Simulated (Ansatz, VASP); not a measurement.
# I in VASP and in Ansatz

File INCAR:

```
SYSTEM = I
  PREC = Accurate
  ENCUT = 520
  EDIFF = 1E-6
  ISMEAR = 0
  SIGMA = 0.1
  LREAL = .False.
  LASPH = .True.
  NELM = 60
  ALGO = Normal
  ISIF = 2
  LWAVE = .False.
  LCHARG = .False.
  GGA = PE
  NBANDS = 10
```

Contents of KPOINTS:

```
regular mesh
0
Gamma
  18 18 18
  0 0 0
```

The input POSCAR:

```
I
1.0
   -1.6188955358      1.6188955358      4.1406594391
    1.6188955358     -1.6188955358      4.1406594391
    1.6188955358      1.6188955358     -4.1406594391
I
1
Direct
    0.0000000000      0.0000000000      0.0000000000
```

Input for Ansatz:

```yaml
crystal:
  lattice:
    - [-1.6188955358, 1.6188955358, 4.1406594391]
    - [1.6188955358, -1.6188955358, 4.1406594391]
    - [1.6188955358, 1.6188955358, -4.1406594391]
  atoms:
    - { symbol: I, position: [0.0, 0.0, 0.0] }
basis:
  ecutwfc: 420
kpoints:
  mp_grid: { grid: [18, 18, 18] }
hamiltonian:
  xc: pbe
scf:
  occupations: { method: gaussian, width: 0.1 }
output:
  forces: true
  stress: true
  eigenvalues: true
```

Alike in both runs: task single point; functional PBE; k mesh 18 × 18 × 18; occupations gaussian, width 0.1 eV; no spin polarisation.

|  | VASP | Ansatz |
| --- | --- | --- |
| version | VASP 6.6.1 | Ansatz 0.2.0 |
| potentials or method | VASP PAW PBE potentials, release 64 (I), cutoff 520 eV | scalar-relativistic, plane waves, PAW |
| valence electrons in the cell | 7 | 17 |

|  | VASP | Ansatz | Ansatz less VASP |
| --- | --- | --- | --- |
| gap on the k mesh at the Fermi level (eV) | none | none | - |
| pressure (GPa) | 0.1 | 0.1 | +0.03 |
| traceless stress, the component that is largest in VASP (GPa) | 0.25 | 0.23 | -0.029 |

A gap of «none» marks a metal or a gap that the smearing closes. VASP's potentials hold 7 valence electrons a cell and Ansatz's 17, so a difference there can come from the potentials and not from the codes.

Neither program's run includes spin-orbit coupling.
